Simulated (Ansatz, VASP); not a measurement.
# Cu in VASP and in Ansatz

```xyz
6
Lattice="2.5037 0.0000 0.0000 -1.2518 2.1682 0.0000 0.0000 0.0000 24.5756" Properties=species:S:1:pos:R:3 pbc="T T T"
Cu    0.0000    0.0000    9.1855
Cu    1.2518    0.7227    7.1174
Cu    0.0500    1.4455   11.2554
Cu    0.0000    0.0000   15.3901
Cu    1.2518    0.7227   13.3202
Cu    0.0000    1.4455   17.4582
```

Alike in both runs: task single point; functional PBEsol; k mesh 12 × 12 × 1; occupations fermi-dirac, width 0.1 eV; no spin polarisation.

|  | VASP | Ansatz |
| --- | --- | --- |
| version | VASP 6.6.1 | Ansatz 0.2.0 |
| potentials or method | VASP PAW PBE potentials, release 64 (Cu) | plane waves, PAW |
| plane-wave cutoff (eV) | 520 | 420 |
| valence electrons in the cell | 66 | 114 |

|  | VASP | Ansatz | Ansatz less VASP |
| --- | --- | --- | --- |
| rms of the force components (eV/Å) | 0.035 | 0.039 | +0.0045 |

VASP's potentials were made for PBE, not for PBEsol. Atom by atom the forces differ by 0.007 eV/Å (rms over components). With one functional, cell and mesh, what is left measures potentials, basis and numerics. VASP's potentials hold 66 valence electrons a cell and Ansatz's 114, so a difference there can come from the potentials and not from the codes.
